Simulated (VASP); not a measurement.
# P in VASP: further runs

P is run at these levels: RPBE+D3(BJ), r2SCAN; tasks: single point.

Program: VASP 6.6.1. These are calculated values, not measurements. Logs are shortened: lines on timing, memory, paths and dates and some standing lists are left out, and cuts for length are marked.

## (1) The cell of the first run

The typed cell holds 2 atoms: a = 3.661 Å, b = 3.723 Å, c = 3.698 Å, α = 55.90°, β = 55.26°, γ = 56.72°.

## (2) Single point, RPBE+D3(BJ)

Contents of INCAR:

```
PREC     = Accurate       # precision mode
ENCUT    = 520            # plane-wave cutoff, eV
EDIFF    = 1E-6           # SCF threshold, eV
ISMEAR   = 1              # smearing method
SIGMA    = 0.1            # smearing width, eV
LREAL    = F              # projectors in reciprocal space
LASPH    = T              # aspherical terms in the spheres
NELM     = 60             # most SCF steps
ALGO     = Normal         # electronic algorithm
ISIF     = 2              # what is computed and relaxed
LWAVE    = F              # write WAVECAR
LCHARG   = F              # write CHGCAR
GGA      = RP             # functional
IVDW     = 12             # dispersion correction
NBANDS   = 12             # bands
```

Contents of KPOINTS:

```
regular mesh
0
Gamma
  7 7 7
```

Contents of POSCAR:

```
P
1.0
    1.7207380000      0.9535380000      3.0872220000
   -1.7867410000      0.9909370000      3.1117100000
   -0.0006130000     -1.9933470000      3.1150250000
P
2
Direct
    0.7729197500      0.7729197500      0.7729197500
    0.2270802500      0.2270802500      0.2270802500
```

Potentials or basis: VASP PAW PBE potentials, release 64 (P).

The run is started by

```sh
> cat potpaw_PBE.64/P/POTCAR > POTCAR
> mpirun -np 1 vasp_std > vasp.out
```

OUTCAR:

```text
PREC = Accurate
   ENCUT = 520
   EDIFF = 1E-6
   ISMEAR = 1
   LREAL = F
   LASPH = T
   NELM = 60
   ISIF = 2
   GGA = RP
   IVDW = 12
 IVDW          = 12

 ion  position               nearest neighbor table
   1  0.773  0.773  0.773-   2 2.26   2 2.31   2 2.32   2 2.78   2 2.83   2 2.83
   2  0.227  0.227  0.227-   1 2.26   1 2.31   1 2.32   1 2.78   1 2.83   1 2.83

  LATTYP: Found a triclinic cell.
 ALAT       =     3.5077638579
 B/A-ratio  =     0.9915038468
 C/A-ratio  =     1.0436144800
 COS(alpha) =     0.0186981662
 COS(beta)  =     0.4613476024
 COS(gamma) =     0.5226560610

  Lattice vectors:

 A1 = (  -3.5074790000,   0.0373990000,   0.0244880000)
 A2 = (  -1.7861280000,   2.9842840000,  -0.0033150000)
 A3 = (  -1.7207380000,  -0.9535380000,  -3.0872220000)

Analysis of symmetry for initial positions (statically):
=====================================================================
 Subroutine PRICEL returns:
 Original cell was already a primitive cell.

 Routine SETGRP: Setting up the symmetry group for a
 triclinic supercell.

 Subroutine GETGRP returns: Found  2 space group operations
 (whereof  2 operations were pure point group operations)
 out of a pool of  2 trial point group operations.

The static configuration has the point symmetry S_2 .

Analysis of symmetry for dynamics (positions and initial velocities):
=====================================================================
 Subroutine PRICEL returns:
 Original cell was already a primitive cell.

 Routine SETGRP: Setting up the symmetry group for a
 triclinic supercell.

 Subroutine GETGRP returns: Found  2 space group operations
 (whereof  2 operations were pure point group operations)
 out of a pool of  2 trial point group operations.

The dynamic configuration has the point symmetry S_2 .

 Subroutine INISYM returns: Found  2 space group operations
 (whereof  2 operations are pure point group operations),
 and found     1 'primitive' translations

----------------------------------------------------------------------------------------

                                     Primitive cell

  volume of cell :      32.2875

  direct lattice vectors                    reciprocal lattice vectors
     1.720738000  0.953538000  3.087222000     0.287712734  0.172321906  0.110327757
    -1.786741000  0.990937000  3.111710000    -0.282592730  0.166071768  0.106215979
    -0.000613000 -1.993347000  3.115025000    -0.002852773 -0.336678890  0.105578734

  length of vectors
     3.660753155  3.722517785  3.698217596     0.353051938  0.344558148  0.352856461

  position of ions in fractional coordinates (direct lattice)
     0.772919750  0.772919750  0.772919750
     0.227080250  0.227080250  0.227080250

  ion indices of the primitive-cell ions
   primitive index   ion index
                 1           1
                 2           2

----------------------------------------------------------------------------------------

 KPOINTS: regular mesh

Automatic generation of k-mesh.
 Grid dimensions read from file:
 generate k-points for:    7    7    7

 Generating k-lattice:

  Cartesian coordinates                     Fractional coordinates (reciprocal lattice)
     0.041101819  0.024617415  0.015761108     0.142857143 -0.000000000  0.000000000
    -0.040370390  0.023724538  0.015173711    -0.000000000  0.142857143 -0.000000000
    -0.000407539 -0.048096984  0.015082676     0.000000000 -0.000000000  0.142857143

  Length of vectors
     0.050435991  0.049222593  0.050408066

  Shift w.r.t. Gamma in fractional coordinates (k-lattice)
     0.000000000  0.000000000  0.000000000

 Subroutine IBZKPT returns following result:
 ===========================================

 Found    172 irreducible k-points:

 Following reciprocal coordinates:
            Coordinates               Weight
  0.000000  0.000000  0.000000      1.000000
  0.142857  0.000000 -0.000000      2.000000
  0.285714 -0.000000 -0.000000      2.000000
  0.428571  0.000000 -0.000000      2.000000
  0.000000  0.142857 -0.000000      2.000000
  0.142857  0.142857 -0.000000      2.000000
[... 16 lines left out ...]
 -0.428571  0.428571  0.000000      2.000000
 -0.285714  0.428571 -0.000000      2.000000
 [... further k-points ...]
   k-points           NKPTS =    172   k-points in BZ     NKDIM =    172   number of bands    NBANDS=     12
   number of dos      NEDOS =    301   number of ions     NIONS =      2
   total plane-waves  NPLWV =  21952
   dimension x,y,z NGX =    28 NGY =   28 NGZ =   28
   dimension x,y,z NGXF=    56 NGYF=   56 NGZF=   56
   ions per type =               2
   NGX,Y,Z   is equivalent  to a cutoff of  12.72, 12.50, 12.59 a.u.
   NGXF,Y,Z  is equivalent  to a cutoff of  25.43, 25.01, 25.17 a.u.
 SYSTEM =  unknown system
   PREC   = accura    normal or accurate (medium, high low for compatibility)
   ISTART =      0    job   : 0-new  1-cont  2-samecut
   ICHARG =      2    charge: 1-file 2-atom 10-const
   ISPIN  =      1    spin polarized calculation?
   LNONCOLLINEAR =      F non collinear calculations
   LSORBIT =      F    spin-orbit coupling
   LASPH  =      T    aspherical Exc in radial PAW
   ENCUT  =  520.0 eV  38.22 Ry    6.18 a.u.   6.81  6.92  6.88*2*pi/ulx,y,z
   NELM   =     60;   NELMIN=  2; NELMDL= -5     # of ELM steps
   EDIFF  = 0.1E-05   stopping-criterion for ELM
   LREAL  =      F    real-space projection
   EDIFFG = 0.1E-04   stopping-criterion for IOM
   NSW    =      0    number of steps for IOM
   IBRION =     -1    ionic relax: 0-MD 1-quasi-New 2-CG
   NFREE  =      0    steps in history (QN), initial steepest desc. (CG)
   ISIF   =      2    stress and relaxation
   ISYM   =      2    0-nonsym 1-usesym 2-fastsym
   POTIM  = 0.5000    time-step for ionic-motion
   TEBEG  =    0.0;   TEEND  =   0.0 temperature during run
   PSTRESS=    0.0 pullay stress
   NELECT =      10.0000    total number of electrons
   NUPDOWN=      -1.0000    fix difference up-down
   EMIN   =  10.00;   EMAX   =-10.00  energy-range for DOS
   EFERMI =   0.00;   METHOD = LEGACY
   ISMEAR =     1;   SIGMA  =   0.10  broadening in eV -4-tet -1-fermi 0-gaus
   EFERMI_NEDOS =   21; number of points for ismear=-14 and -15
   IALGO  =     38    algorithm
   IMIX   =      4    mixing-type and parameters
     AMIX     =   0.40;   BMIX     =  1.00
     AMIX_MAG =   1.60;   BMIX_MAG =  1.00
  volume/ion in A,a.u.               =      16.14       108.94
  Fermi-wavevector in a.u.,A,eV,Ry     =   1.107636  2.093128 16.692398  1.226857
  Thomas-Fermi vector in A             =   2.244152
   LORBIT       =      0    0 simple, 1 ext, 2 COOP (PROOUT), +10 PAW based schemes
   GGA     = RP    functional components
   LHFCALC =     F    Hartree Fock is set to
   AEXX    =    0.0000 exact exchange contribution
   IVDW    =    12    specifies the selected vdW correction
   LEPSILON=     F    determine dielectric tensor
   LRPA    =     F    only Hartree local field effects (RPA)
 non-spin polarized calculation
 Methfessel and Paxton  Order N= 1 SIGMA  =   0.10
  energy-cutoff  :      520.00
  volume of cell :       32.29
 maximum number of plane-waves:       887
   NGX = 13   NGY = 13   NGZ = 13

 number of electron      10.0000000 magnetization

 Free energy of the ion-electron system (eV)
  ---------------------------------------------------
  ext. energy  EPLUGINS =         0.00000000
  ---------------------------------------------------
  free energy    TOTEN  =        -9.91847343 eV

  energy without entropy =       -9.91898056  energy(sigma->0) =       -9.91864247

 E-fermi :   9.1013     XC(G=0): -10.7052

 val. band max:        8.9952377155   @ k =   0.4286   0.4286   0.4286
 cond. band min:       9.1672522882   @ k =   0.4286   0.4286  -0.0000
 fundamental gap:      0.1720145726
 Fermi energy:         9.1012864919

 k-point     1 :       0.0000    0.0000    0.0000
  band No.  band energies     occupation
      1      -7.4705      2.00000
      2       5.5077      2.00000
      3       5.7492      2.00000
      4       6.1549      2.00000
      5       6.2569      2.00000
      6      10.3305     -0.00000
      7      11.4919      0.00000
      8      11.9125      0.00000
      9      14.5904      0.00000
     10      14.9755      0.00000
     11      15.9477      0.00000
     12      16.2127      0.00000

 k-point     2 :       0.1429    0.0000   -0.0000
  band No.  band energies     occupation
      1      -7.1373      2.00000
      2       3.3620      2.00000
      3       5.6015      2.00000
      4       5.9288      2.00000
      5       7.2279      2.00000
      6      10.6706     -0.00000
      7      11.5520      0.00000
      8      11.6789      0.00000
      9      13.5692      0.00000
     10      14.1420      0.00000
     11      14.8880      0.00000
     12      18.3340      0.00000

 k-point     3 :       0.2857   -0.0000   -0.0000
  band No.  band energies     occupation
      1      -6.1513      2.00000
      2       0.5079      2.00000
      3       5.3241      2.00000
      4       5.5937      2.00000
      5       7.8934      2.00000
      6       9.9367     -0.00000
      7      10.2923     -0.00000
      8      10.4449     -0.00000
      9      15.2430      0.00000
     10      15.3295      0.00000
     11      16.0210      0.00000
     12      21.7712      0.00000
[... 286 lines left out ...]
 k-point    23 :      -0.4286    0.4286    0.0000
  band No.  band energies     occupation
      1      -3.3274      2.00000
      2      -1.3931      2.00000
      3       1.3580      2.00000
      4       3.9155      2.00000
      5       4.0389      2.00000
      6      10.2610     -0.00000
      7      14.3421      0.00000
      8      14.5098      0.00000
      9      17.2824      0.00000
     10      19.2819      0.00000
     11      20.2544      0.00000
     12      20.5638      0.00000

 k-point    24 :      -0.2857    0.4286   -0.0000
  band No.  band energies     occupation
      1      -3.3579      2.00000
      2      -2.1824      2.00000
      3       1.7286      2.00000
      4       4.5111      2.00000
      5       5.2008      2.00000
      6      11.8758      0.00000
      7      12.7511      0.00000
      8      13.4062      0.00000
      9      15.3430      0.00000
     10      17.8023      0.00000
     11      18.8704      0.00000
     12      22.5285      0.00000

 [... further k-points ...]

------------------------ aborting loop because EDIFF is reached ----------------------------------------

 Edisp (eV)   -3.14011

 E8    (eV) :    -1.7382

  FORCE on cell =-STRESS in cart. coord.  units (eV):
  Direction    XX          YY          ZZ          XY          YZ          ZX
  --------------------------------------------------------------------------------------
  -------------------------------------------------------------------------------------
  Total      -3.72591    -3.04102    -3.58528     0.19632     0.40034     0.11986
  in kB    -184.88821  -150.90258  -177.90980     9.74197    19.86582     5.94775
  external pressure =     -171.23 kB  Pullay stress =        0.00 kB

 VOLUME and BASIS-vectors are now :
 -----------------------------------------------------------------------------
  energy-cutoff  :      520.00
  volume of cell :       32.29
      direct lattice vectors                 reciprocal lattice vectors
     1.720738000  0.953538000  3.087222000     0.287712734  0.172321906  0.110327757
    -1.786741000  0.990937000  3.111710000    -0.282592730  0.166071768  0.106215979
    -0.000613000 -1.993347000  3.115025000    -0.002852773 -0.336678890  0.105578734

 POSITION                                       TOTAL-FORCE (eV/Angst)
 -----------------------------------------------------------------------------------
     -0.05149     -0.03777      7.19894        -0.048507     -0.038407     -0.425713
     -0.01513     -0.01110      2.11502         0.048507      0.038407      0.425713
 -----------------------------------------------------------------------------------
    total drift:                                0.000000     -0.000000     -0.000000

  FREE ENERGIE OF THE ION-ELECTRON SYSTEM (eV)
  ---------------------------------------------------
  free  energy   TOTEN  =       -13.0585838999 eV

  energy  without entropy=      -13.0590910292  energy(sigma->0) =      -13.05875294
```

It took 1.7 min on 1 thread of Oxide Virtual Turin-like, shared host; peak memory 0.16 GiB.

Results:

* Free energy: -13.0586 eV
* Pressure: -17.1 GPa
* Largest force: 0.430 eV/Å
* Band gap on the k mesh: zero (bands 5 and 6 overlap by 0.61 eV)
* Dispersion energy per atom: -1.570 eV

Forces on the atoms (eV/Å):
```
P   -0.049 -0.038 -0.426
P    0.049  0.038  0.426
```

Caveat: the cell stands under tension; the dispersion term is far too large for a dense solid, which distorts pressure and volume; the PAW data sets were made with another functional, which shifts forces and pressure a little.

(Part 1 of 2 ends here.)

The gap in the log of VASP goes by the Fermi energy; the results here count the filled bands.